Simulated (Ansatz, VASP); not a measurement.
Two plane-wave programs on KCl

```
K Cl
1.0
     3.68182    0.00000    0.00000
     0.00000    3.68182    0.00000
     0.00000    0.00000    3.68182
K Cl
1 1
Direct
  0.00000 0.00000 0.00000
  0.50000 0.50000 0.50000
```

Change from the starting cell: volume scaled by 1.04, PAW files.

Alike in both runs: task electric field gradients; functional PBEsol; k mesh 7 × 7 × 7; occupations fermi-dirac, width 0.02 eV; no spin polarisation.

```csv
,VASP,Ansatz
version,VASP 6.6.1,Ansatz 0.2.0
potentials or method,"VASP PAW PBE potentials, release 64 (K_sv, Cl)","PAW with Ansatz's default frozen-core files, scalar-relativistic"
plane-wave cutoff (eV),400,420
valence electrons in the cell,16,16
```

|  | VASP | Ansatz | Ansatz less VASP |
| --- | --- | --- | --- |
| gap on the k mesh at the Fermi level (eV) | 5.19 | 5.20 | +0.006 |
| pressure (GPa) | 1.2 | 1.1 | -0.09 |

VASP's potentials were made for PBE, not for PBEsol. The functional is the same, so the differences come from potentials, cutoffs and numerics.
